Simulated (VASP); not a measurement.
Wanted: the native input for a VASP 6.6.1 run.

- Task: single point
- Functional: PBE
- Potentials or basis: VASP PAW PBE potentials, release 64 (Cd)
- Cutoff: 520 eV
- k mesh: 10 × 10 × 10
- Occupations: gaussian, width 0.02 eV
- Spin: no spin polarisation
- Dipole correction: no
- Further INCAR settings: ALGO = Normal; EDIFF = 1e-06; NBANDS = 12

The structure of Cd lies in POSCAR:

```
Cd
1.0
   -1.7843220000      1.7843220000      1.7843220000
    1.7843220000     -1.7843220000      1.7843220000
    1.7843220000      1.7843220000     -1.7843220000
Cd
1
Direct
    0.0000000000      0.0000000000      0.0000000000
```

One way to write it, as run:

INCAR

```
SYSTEM = Cd
PREC = Accurate
ENCUT = 520
EDIFF = 1E-6
ISMEAR = 0
SIGMA = 0.02
LREAL = .False.
LASPH = .True.
NELM = 100
ALGO = Normal
ISIF = 2
LWAVE = .False.
LCHARG = .False.
GGA = PE
NBANDS = 12
```

KPOINTS

```
regular mesh
0
Gamma
  10 10 10
  0 0 0
```

Potentials or basis: VASP PAW PBE potentials, release 64 (Cd).

Run with:

```bash
$ cat potpaw_PBE.64/Cd/POTCAR > POTCAR
$ mpirun -np 1 vasp_std > vasp.out
```

It gave:

The pressure is 1.4 GPa. The band gap on the k mesh is zero (band 6 reaches 6.03 eV, above the bottom of band 7 at 1.64 eV).

It took 6 s on 1 thread of Intel(R) Xeon(R) Platinum 8488C (Sapphire Rapids) (shared host), peak memory 0.14 GiB.
